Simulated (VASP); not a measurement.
Runs of VASP 6.6.1 on Mn. The structure is that of space group P6/mmm (No. 191), or close to it. The cells are those of the table. 

```csv
cell,k mesh,gap on the mesh (eV),pressure (GPa)
"a = 3.881, b = 3.881, c = 2.433 Å, angles 90.0, 90.0, 120.0°, 3 atoms",10 × 10 × 14,none,11.6
"a = 4.036, b = 4.036, c = 2.530 Å, angles 90.0, 90.0, 120.0°, 3 atoms",10 × 10 × 14,none,-16.5
"a = 4.085, b = 4.085, c = 2.561 Å, angles 90.0, 90.0, 120.0°, 3 atoms",10 × 10 × 14,none,(a)
"a = 3.826, b = 3.826, c = 2.398 Å, angles 90.0, 90.0, 120.0°, 3 atoms",10 × 10 × 14,none,25.9
"a = 3.770, b = 3.770, c = 2.363 Å, angles 90.0, 90.0, 120.0°, 3 atoms",10 × 10 × 14,none,(b)
"a = 3.986, b = 3.986, c = 2.498 Å, angles 90.0, 90.0, 120.0°, 3 atoms",10 × 10 × 14,none,-9.1
"a = 3.934, b = 3.934, c = 2.466 Å, angles 90.0, 90.0, 120.0°, 3 atoms",12 × 12 × 17,none,0.1
"a = 3.934, b = 3.934, c = 2.466 Å, angles 90.0, 90.0, 120.0°, 3 atoms",10 × 10 × 14,none,0.1
```

Alike in all rows: task single point; level RPBE; potentials or basis VASP PAW PBE potentials, release 64 (Mn_pv); no spin polarisation; cutoff (eV) 520; smearing fermi-dirac 0.1 eV.

Problem. Estimate the missing entries.

Solution. (a) -22.4; (b) 43.8.

Caveats: the PAW data sets were made with another functional, which shifts forces and pressure a little; the run has no spin polarisation, though such a crystal can be magnetic.

A gap of «none» marks levels without a gap at the run's occupations.
